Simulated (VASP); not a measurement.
A run of VASP 6.6.1 is set up as follows.

Contents of INCAR:

```
SYSTEM = Sb
ALGO = Normal
EDIFF = 1E-7
ENCUT = 520
GGA = PS
ISIF = 2
ISMEAR = 0
LASPH = .True.
LCHARG = .False.
LREAL = .False.
LWAVE = .False.
NBANDS = 12
NELM = 80
PREC = Accurate
SIGMA = 0.15
```

The input KPOINTS:

```
k-points
0
Gamma
  12 12 12
  0 0 0
```

File POSCAR:

```
Sb
1.0
    2.0860823220      1.2044001902      3.8563200000
   -2.0860823220      1.2044001902      3.8563200000
    0.0000000000     -2.4088003803      3.8563200000
Sb
2
Direct
    0.2336400000      0.2336400000      0.2336400000
    0.7663600000      0.7663600000      0.7663600000
```

Potentials or basis: VASP PAW PBE potentials, release 64 (Sb).

Run with:

```bash
$ cat potpaw_PBE.64/Sb/POTCAR > POTCAR
$ mpirun -np 1 vasp_std > vasp.out
```

Problem. Predict the largest force.

Solution. 0.395 eV/Å.

Problem. What does it give for the band gap on the k mesh?

Solution. Zero (bands 5 and 6 overlap by 0.42 eV).

Forces in eV/Å, atoms in the order of the input:
```
Sb   0.000  0.000  0.395
Sb   0.000  0.000 -0.395
```

Caveat: the cell differs from its parent crystal (strain -0.030 along x and y, +0.030 along z); the PAW data sets were made with another functional, which shifts forces and pressure a little; spin-orbit coupling is left out, which moves the levels of the heavy elements.
